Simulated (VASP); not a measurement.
Here is a VASP 6.6.1 calculation.

The input INCAR:

```
PREC = Accurate
ENCUT = 520
EDIFF = 1E-7
ISMEAR = 0
SIGMA = 0.05
LREAL = False
LASPH = True
NELM = 60
ALGO = Normal
ISIF = 2
LWAVE = False
LCHARG = True
GGA = PE
LELF = True
LVHAR = True
NBANDS = 16
```

File KPOINTS:

```
Automatic mesh
0
Gamma
  10 10 10
```

POSCAR

```
ScSi2
1.0
    3.9964640962      0.0000000000      0.0000000000
   -1.9982320481      3.4610394326      0.0000000000
    0.0000000000      0.0000000000      3.5505154251
Sc Si
1 2
Direct
    0.0000000000      0.0000000000      0.0000000000
    0.3333333333      0.6666666667      0.5000000000
    0.6666666667      0.3333333333      0.5000000000
```

Potentials or basis: VASP PAW PBE potentials, release 64 (Sc_sv, Si).

The run is started by

```console
$ cat potpaw_PBE.64/Sc_sv/POTCAR potpaw_PBE.64/Si/POTCAR > POTCAR
$ mpirun -np 1 vasp_std > vasp.out
```

Task: What does it give for the band gap on the k mesh?

Result: Zero (an odd number of electrons rules out a gap without spin polarisation).

Task: What does it give for the pressure?

Result: 4.0 GPa.

Stress tensor (GPa, compression positive):
```
3.94 0.00 0.00
0.00 3.94 0.00
0.00 0.00 4.06
```

Caveat: the cell stands under pressure.
